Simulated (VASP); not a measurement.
Set up this calculation in VASP 6.6.1, as the native input.

* Task: single point
* Functional: PBE
* Potentials or basis: VASP PAW PBE potentials, release 64 (Mg, Be, Te, O)
* Cutoff: 520 eV
* k mesh: 6 × 6 × 2
* Occupations: gaussian, width 0.1 eV
* Spin: no spin polarisation
* Dipole correction: no
* Further INCAR settings: ALGO = Normal; EDIFF = 1e-07; NBANDS = 21

The structure of MgBe2Te2O lies in POSCAR:

```
MgBe2Te2O
1.0
    3.6330955055      0.0000000000      0.0000000000
    0.0000000000      3.6330955055      0.0000000000
    0.0000000000      0.0000000000      7.7318184146
Mg Be Te O
1 2 2 1
Direct
    0.0000000000      0.0000000000      0.5000000000
    0.0000000000      0.5000000000      0.0000000000
    0.5000000000      0.0000000000      0.0000000000
    0.5000000000      0.5000000000      0.2661864829
    0.5000000000      0.5000000000      0.7338135171
    0.0000000000      0.0000000000      0.0000000000
```

One way to write it, as run:

INCAR

```
ALGO = Normal ; EDIFF = 1E-7
ENCUT = 520 ; GGA = PE
ISIF = 2 ; ISMEAR = 0
LASPH = T ; LCHARG = F
LREAL = F ; LWAVE = F
NBANDS = 21 ; NELM = 60
PREC = Accurate ; SIGMA = 0.1
```

KPOINTS

```
k-points
0
Gamma
  6 6 2
```

Potentials or basis: VASP PAW PBE potentials, release 64 (Mg, Be, Te, O).

Launch:

```sh
$ cat potpaw_PBE.64/Mg/POTCAR potpaw_PBE.64/Be/POTCAR potpaw_PBE.64/Te/POTCAR potpaw_PBE.64/O/POTCAR > POTCAR
$ mpirun -np 1 vasp_std > vasp.out
```

Results of the run:

```yaml
Pressure: -0.2 GPa
Largest_force: 0.019 eV/Å
Band_gap_on_the_k_mesh: zero (band 12 reaches 7.13 eV, above the bottom of band 13 at 6.54 eV)
```

Caveat: the k points lie up to 0.41 Å⁻¹ apart; spin-orbit coupling is left out, which moves the levels of the heavy elements.

It took 19 s on 1 thread of Intel(R) Xeon(R) 6975P-C (Granite Rapids), with other jobs on the host, peak memory 0.23 GiB.
